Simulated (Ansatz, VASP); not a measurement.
# Two plane-wave programs on NbN

```
Nb N
1.0
     0.00000    2.16564    2.16564
     2.16564    0.00000    2.16564
     2.16564    2.16564    0.00000
Nb N
1 1
Direct
  0.50000 0.50000 0.50000
  0.00000 0.00000 0.00000
```

Alike in both runs: task single point; functional PBE; k mesh 16 × 16 × 16; occupations tetrahedron; no spin polarisation.

|  | VASP | Ansatz |
| --- | --- | --- |
| version | VASP 6.6.1 | Ansatz 0.2.0 |
| potentials or method | VASP PAW PBE potentials, release 64 (Nb_sv, N), cutoff 600 eV | scalar-relativistic, plane waves, PAW |
| valence electrons in the cell | 18 | 18 |

|  | VASP | Ansatz | Ansatz less VASP |
| --- | --- | --- | --- |
| gap on the k mesh at the Fermi level (eV) | none | none | - |
| pressure (GPa) | 20.9 | 21.7 | +0.79 |

A gap of «none» marks a metal or a gap that the smearing closes. Ansatz's warnings: band table not solved further, tetrahedron derivatives may miss energy slope.
